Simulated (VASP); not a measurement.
# VSbS (P-6m2) in VASP: relaxation of cell and atoms with PBE

Aim: the relaxation of cell and atoms of VSbS with PBE.

Everything below comes from runs of VASP 6.6.1. Logs are shortened: lines on timing, memory, paths and dates and some standing lists are left out, and cuts for length are marked.

## (1) The cell of the first run

The structure is hexagonal, space group P-6m2 (No. 187). The conventional cell has a = 4.195 Å, b = 4.195 Å, c = 3.513 Å, α = 90.00°, β = 90.00°, γ = 120.00°. V (site symmetry -6m2) has 3 S at 2.42 Å and 6 Sb at 2.99 Å within 3.2 Å. Sb (site symmetry -6m2) has 6 V at 2.99 Å and 6 S at 2.99 Å and 2 Sb at 3.51 Å within 3.9 Å. S (site symmetry -6m2) has 3 V at 2.42 Å and 6 Sb at 2.99 Å within 3.2 Å.

The cell was generated, and may not be a known phase.

## (2) Relaxation of cell and atoms, PBE, collinear spin, ferromagnetic start

INCAR reads:

```
PREC = Accurate
ENCUT = 500
EDIFF = 1E-7
ISMEAR = 0
SIGMA = 0.1
LREAL = F
LASPH = T
NELM = 200
ALGO = Normal
ISIF = 3
LWAVE = F
LCHARG = F
ISPIN = 2
MAGMOM = 0.43 0 0
LORBIT = 11
LMAXMIX = 4
GGA = PE
IBRION = 2
NSW = 90
EDIFFG = -0.04
GGA_COMPAT = F
NELMIN = 4
```

KPOINTS reads:

```
regular mesh
0
Gamma
  6 6 6
```

POSCAR reads:

```
VSbS
1.0
    4.1950106338      0.0000000000      0.0000000000
   -2.0975053169      3.6329857780      0.0000000000
    0.0000000000      0.0000000000      3.5126210405
V Sb S
1 1 1
Direct
    0.6666666667      0.3333333333      0.5000000000
    0.3333333333      0.6666666667      0.0000000000
    0.0000000000      0.0000000000      0.5000000000
```

Potentials or basis: VASP PAW PBE potentials, release 64 (V_sv, Sb_d_GW, S).

The run is started by

```sh
$ cat potpaw_PBE.64/V_sv/POTCAR potpaw_PBE.64/Sb_d_GW/POTCAR potpaw_PBE.64/S/POTCAR > POTCAR
$ mpirun -np 1 vasp_std > vasp.out
```

OUTCAR:

```text
PREC = Accurate
   ENCUT = 500
   EDIFF = 1E-7
   ISMEAR = 0
   LREAL = F
   LASPH = T
   NELM = 200
   ISIF = 3
   ISPIN = 2
   LORBIT = 11
   GGA = PE
   IBRION = 2
   NSW = 90
   EDIFFG = -0.04
   NELMIN = 4

 ion  position               nearest neighbor table
   1  0.667  0.333  0.500-   3 2.42   3 2.42   3 2.42   2 2.99   2 2.99   2 2.99   2 2.99   2 2.99
                             2 2.99
   2  0.333  0.667  0.000-   1 2.99   1 2.99   3 2.99   3 2.99   1 2.99   1 2.99   3 2.99   3 2.99
                             3 2.99   3 2.99   1 2.99   1 2.99
   3  0.000  0.000  0.500-   1 2.42   1 2.42   1 2.42   2 2.99   2 2.99   2 2.99   2 2.99   2 2.99
                             2 2.99

  LATTYP: Found a hexagonal cell.
 ALAT       =     4.1950106338
 C/A-ratio  =     0.8373330480

  Lattice vectors:

 A1 = (   4.1950106338,   0.0000000000,   0.0000000000)
 A2 = (  -2.0975053169,   3.6329857780,   0.0000000000)
 A3 = (   0.0000000000,   0.0000000000,   3.5126210405)

Analysis of symmetry for initial positions (statically):
=====================================================================
 Subroutine PRICEL returns:
 Original cell was already a primitive cell.

 Routine SETGRP: Setting up the symmetry group for a
 hexagonal supercell.

 Subroutine GETGRP returns: Found 12 space group operations
 (whereof 12 operations were pure point group operations)
 out of a pool of 24 trial point group operations.

The static configuration has the point symmetry D_3h.

Analysis of symmetry for dynamics (positions and initial velocities):
=====================================================================
 Subroutine PRICEL returns:
 Original cell was already a primitive cell.

 Routine SETGRP: Setting up the symmetry group for a
 hexagonal supercell.

 Subroutine GETGRP returns: Found 12 space group operations
 (whereof 12 operations were pure point group operations)
 out of a pool of 24 trial point group operations.

The dynamic configuration has the point symmetry D_3h.

Analysis of structural, dynamic, and magnetic symmetry:
=====================================================================
 Subroutine PRICEL returns:
 Original cell was already a primitive cell.

 Routine SETGRP: Setting up the symmetry group for a
 hexagonal supercell.

 Subroutine GETGRP returns: Found 12 space group operations
 (whereof 12 operations were pure point group operations)
 out of a pool of 24 trial point group operations.

The overall configuration has the point symmetry D_3h.

 Subroutine INISYM returns: Found 12 space group operations
 (whereof 12 operations are pure point group operations),
 and found     1 'primitive' translations

----------------------------------------------------------------------------------------

                                     Primitive cell

  volume of cell :      53.5338

  direct lattice vectors                    reciprocal lattice vectors
     4.195010634  0.000000000  0.000000000     0.238378418  0.137627844  0.000000000
    -2.097505317  3.632985778  0.000000000     0.000000000  0.275255688  0.000000000
     0.000000000  0.000000000  3.512621041     0.000000000  0.000000000  0.284687699

  length of vectors
     4.195010634  4.195010634  3.512621041     0.275255688  0.275255688  0.284687699

  position of ions in fractional coordinates (direct lattice)
     0.666666667  0.333333333  0.500000000
     0.333333333  0.666666667  0.000000000
     0.000000000  0.000000000  0.500000000

  ion indices of the primitive-cell ions
   primitive index   ion index
                 1           1
                 2           2
                 3           3

----------------------------------------------------------------------------------------

 KPOINTS: regular mesh

Automatic generation of k-mesh.
 Grid dimensions read from file:
 generate k-points for:    6    6    6

 Generating k-lattice:

  Cartesian coordinates                     Fractional coordinates (reciprocal lattice)
     0.039729736  0.022937974  0.000000000     0.166666667 -0.000000000  0.000000000
     0.000000000  0.045875948  0.000000000     0.000000000  0.166666667  0.000000000
     0.000000000  0.000000000  0.047447950     0.000000000  0.000000000  0.166666667

  Length of vectors
     0.045875948  0.045875948  0.047447950

  Shift w.r.t. Gamma in fractional coordinates (k-lattice)
     0.000000000  0.000000000  0.000000000

 Subroutine IBZKPT returns following result:
 ===========================================

 Found     28 irreducible k-points:

 Following reciprocal coordinates:
            Coordinates               Weight
  0.000000  0.000000  0.000000      1.000000
  0.166667  0.000000  0.000000      6.000000
  0.333333  0.000000  0.000000      6.000000
  0.500000  0.000000  0.000000      3.000000
  0.166667  0.166667  0.000000      6.000000
  0.333333  0.166667  0.000000     12.000000
[... 16 lines left out ...]
  0.166667  0.000000  0.500000      6.000000
  0.333333  0.000000  0.500000      6.000000
 [... further k-points ...]
   k-points           NKPTS =     28   k-points in BZ     NKDIM =     28   number of bands    NBANDS=     21
   number of dos      NEDOS =    301   number of ions     NIONS =      3
   total plane-waves  NPLWV =  28672
   dimension x,y,z NGX =    32 NGY =   32 NGZ =   28
   dimension x,y,z NGXF=    64 NGYF=   64 NGZF=   56
   ions per type =               1   1   1
   NGX,Y,Z   is equivalent  to a cutoff of  12.68, 12.68, 13.25 a.u.
   NGXF,Y,Z  is equivalent  to a cutoff of  25.36, 25.36, 26.50 a.u.
 SYSTEM =  unknown system
   PREC   = accura    normal or accurate (medium, high low for compatibility)
   ISTART =      0    job   : 0-new  1-cont  2-samecut
   ICHARG =      2    charge: 1-file 2-atom 10-const
   ISPIN  =      2    spin polarized calculation?
   LNONCOLLINEAR =      F non collinear calculations
   LSORBIT =      F    spin-orbit coupling
   LASPH  =      T    aspherical Exc in radial PAW
   ENCUT  =  500.0 eV  36.75 Ry    6.06 a.u.   7.65  7.65  6.40*2*pi/ulx,y,z
   NELM   =    200;   NELMIN=  4; NELMDL= -5     # of ELM steps
   EDIFF  = 0.1E-06   stopping-criterion for ELM
   LREAL  =      F    real-space projection
   EDIFFG = -.4E-01   stopping-criterion for IOM
   NSW    =     90    number of steps for IOM
   IBRION =      2    ionic relax: 0-MD 1-quasi-New 2-CG
   NFREE  =      1    steps in history (QN), initial steepest desc. (CG)
   ISIF   =      3    stress and relaxation
   ISYM   =      2    0-nonsym 1-usesym 2-fastsym
   POTIM  = 0.5000    time-step for ionic-motion
   TEBEG  =    0.0;   TEEND  =   0.0 temperature during run
   PSTRESS=    0.0 pullay stress
   NELECT =      34.0000    total number of electrons
   NUPDOWN=      -1.0000    fix difference up-down
   EMIN   =  10.00;   EMAX   =-10.00  energy-range for DOS
   EFERMI =   0.00;   METHOD = LEGACY
   ISMEAR =     0;   SIGMA  =   0.10  broadening in eV -4-tet -1-fermi 0-gaus
   EFERMI_NEDOS =   21; number of points for ismear=-14 and -15
   IALGO  =     38    algorithm
   IMIX   =      4    mixing-type and parameters
     AMIX     =   0.40;   BMIX     =  1.00
     AMIX_MAG =   1.60;   BMIX_MAG =  1.00
  volume/ion in A,a.u.               =      17.84       120.42
  Fermi-wavevector in a.u.,A,eV,Ry     =   1.407208  2.659238 26.942743  1.980236
  Thomas-Fermi vector in A             =   2.529491
   LORBIT       =     11    0 simple, 1 ext, 2 COOP (PROOUT), +10 PAW based schemes
   GGA     = PE    functional components
   LHFCALC =     F    Hartree Fock is set to
   AEXX    =    0.0000 exact exchange contribution
   IVDW    =     0    specifies the selected vdW correction
   LEPSILON=     F    determine dielectric tensor
   LRPA    =     F    only Hartree local field effects (RPA)
 conjugate gradient relaxation of ions
 spin polarized calculation
 Gauss-broadening in eV      SIGMA  =   0.10
  energy-cutoff  :      500.00
  volume of cell :       53.53
 maximum number of plane-waves:      1382
 NGX is ok and might be reduce to    32
   NGX = 15   NGY = 15   NGZ = 13

 number of electron      33.9999998 magnetization      -0.0502867

 number of electron      33.9999998 magnetization       0.0001664

 Free energy of the ion-electron system (eV)
  ---------------------------------------------------
  ext. energy  EPLUGINS =         0.00000000
  ---------------------------------------------------
  free energy    TOTEN  =       -17.54078031 eV

  energy without entropy =      -17.52811728  energy(sigma->0) =      -17.53444879

 E-fermi :   8.4039     XC(G=0): -11.5388

 val. band max:        8.3909590243   @ k =   0.5000   0.0000   0.0000
 cond. band min:       8.4200322176   @ k =   0.3333   0.0000   0.0000
 fundamental gap:      0.0290731933
 Fermi energy:         8.4039139446

 spin component 1

 k-point     1 :       0.0000    0.0000    0.0000
  band No.  band energies     occupation
      1     -56.2303      1.00000
      2     -30.1126      1.00000
      3     -30.1126      1.00000
      4     -30.0210      1.00000
      5     -20.6918      1.00000
      6     -20.6603      1.00000
[... 550 lines left out ...]
      5     -20.6782      1.00000
      6     -20.6744      1.00000
[... 13 lines left out ...]
     20       9.9103      0.00000
     21      10.1491      0.00000

 [... further k-points ...]

 spin component 2

 k-point     1 :       0.0000    0.0000    0.0000
  band No.  band energies     occupation
      1     -56.2302      1.00000
      2     -30.1124      1.00000
      3     -30.1124      1.00000
      4     -30.0208      1.00000
      5     -20.6918      1.00000
      6     -20.6603      1.00000
[... 550 lines left out ...]
      5     -20.6782      1.00000
      6     -20.6744      1.00000
[... 13 lines left out ...]
     20       9.9104      0.00000
     21      10.1493      0.00000

 [... further k-points ...]

------------------------ aborting loop because EDIFF is reached ----------------------------------------

  FORCE on cell =-STRESS in cart. coord.  units (eV):
  Direction    XX          YY          ZZ          XY          YZ          ZX
  --------------------------------------------------------------------------------------
  -------------------------------------------------------------------------------------
  Total       -0.0826719     -0.0826719     -0.0306114      0.0000000      0.0000000      0.0000000
  in kB       -2.4742325     -2.4742325     -0.9161487      0.0000000      0.0000000      0.0000000
  external PRESSURE =      -1.9548712 kB  Pullay stress =       0.0000000 kB

 VOLUME and BASIS-vectors are now :
 -----------------------------------------------------------------------------
  energy-cutoff  :      500.00
  volume of cell :       53.53
      direct lattice vectors                 reciprocal lattice vectors
     4.195010634  0.000000000  0.000000000     0.238378418  0.137627844  0.000000000
    -2.097505317  3.632985778  0.000000000     0.000000000  0.275255688  0.000000000
     0.000000000  0.000000000  3.512621041     0.000000000  0.000000000  0.284687699

 POSITION                                       TOTAL-FORCE (eV/Angst)
 -----------------------------------------------------------------------------------
      2.09751      1.21100      1.75631         0.000000     -0.000000      0.000000
     -0.00000      2.42199      0.00000        -0.000000      0.000000      0.000000
      0.00000      0.00000      1.75631         0.000000     -0.000000      0.000000
 -----------------------------------------------------------------------------------
    total drift:                                0.000000     -0.000000     -0.000000

  FREE ENERGIE OF THE ION-ELECTRON SYSTEM (eV)
  ---------------------------------------------------
  free  energy   TOTEN  =       -17.5407803062 eV

  energy  without entropy=      -17.5281172827  energy(sigma->0) =      -17.53444879

 reached required accuracy - stopping structural energy minimisation

 total charge

# of ion       s       p       d       f       tot
--------------------------------------------------
    1        2.213   6.150   3.051   0.000  11.414
    2        1.349   1.322  10.042   0.017  12.730
    3        1.351   2.329   0.000   0.000   3.681
--------------------------------------------------
tot          4.913   9.801  13.093   0.017  27.825

 magnetization (x)

# of ion       s       p       d       f       tot
--------------------------------------------------
    1        0.000   0.000   0.000   0.000   0.000
    2       -0.000  -0.000   0.000   0.000  -0.000
    3       -0.000  -0.000   0.000   0.000  -0.000
--------------------------------------------------
tot         -0.000  -0.000   0.000   0.000   0.000
```

It took 47 s on 1 thread of Intel Xeon 6975P-C (Granite Rapids), shared host; peak memory 0.23 GiB.

Results:

```
Free energy                                           : -17.5408 eV
Pressure after relaxing                               : -0.2 GPa
Band gap on the k mesh                                : zero (filled and empty bands overlap)
Net moment                                            : 0.00 μB per cell
Valence electrons inside the program's atomic spheres : V 11.41; Sb 12.73; S 3.68
```

Stress tensor (GPa, compression positive):
```
-0.25  0.00  0.00
 0.00 -0.25  0.00
 0.00  0.00 -0.09
```

Final structure:
```
V Sb S
1.0
     4.19501    0.00000    0.00000
    -2.09751    3.63299    0.00000
     0.00000    0.00000    3.51262
V Sb S
1 1 1
Direct
  0.66667 0.33333 0.50000
  0.33333 0.66667 0.00000
  0.00000 0.00000 0.50000
```

Caveat: spin-orbit coupling is left out, which moves the levels of the heavy elements.

The gap in the log of VASP goes by the Fermi energy; the results here count the filled bands.